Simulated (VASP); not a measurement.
# GaN: single point with PBE

The system is GaN.

```
CELL_PARAMETERS angstrom
3.21837 0.00000 0.00000
-1.60919 2.78719 0.00000
0.00000 0.00000 5.24317
ATOMIC_POSITIONS crystal
Ga 0.66667 0.33333 0.49913
Ga 0.33333 0.66667 0.99913
N 0.66667 0.33333 0.87587
N 0.33333 0.66667 0.37587
```

```yaml
Program: VASP 6.6.1
Task: single point
Functional: PBE
Potentials_or_basis: VASP PAW PBE potentials, release 64 (Ga_d, N)
Cutoff: 520 eV
k_mesh: 12 × 12 × 6
Occupations: gaussian, width 0.02 eV
Spin: no spin polarisation
Dipole_correction: no
Further_INCAR_settings: ALGO = Normal; EDIFF = 1e-07; NBANDS = 26
```

The pressure is 0.1 GPa. The band gap on the k mesh is 1.72 eV, direct.

Levels at points of the mesh, in eV from the valence-band top:
| k point | band 14 | band 15 | band 16 | band 17 | band 18 | band 19 | band 20 | band 21 | band 22 | band 23 |
| --- | --- | --- | --- | --- | --- | --- | --- | --- | --- | --- |
| (0.00, 0.00, 0.00) | -1.00 | -1.00 | -0.04 | 0.00 | 0.00 | 1.72 | 4.07 | 9.02 | 9.73 | 9.73 |
| (0.50, 0.00, 0.00) | -5.19 | -4.07 | -2.64 | -2.11 | -0.96 | 4.98 | 5.37 | 5.98 | 8.35 | 10.17 |
| (0.00, 0.00, 0.50) | -3.79 | -0.51 | -0.51 | -0.51 | -0.51 | 4.06 | 4.06 | 8.31 | 8.31 | 10.24 |
| (0.50, 0.00, 0.50) | -6.44 | -1.87 | -1.87 | -1.83 | -1.83 | 4.31 | 4.31 | 7.58 | 7.58 | 9.80 |

Run time: 100 s on 1 thread of AMD EPYC 7R43 64-Core Processor (Zen 3), on a shared host, peak memory 0.16 GiB.

As with any semilocal functional, this PBE gap is likely too small.
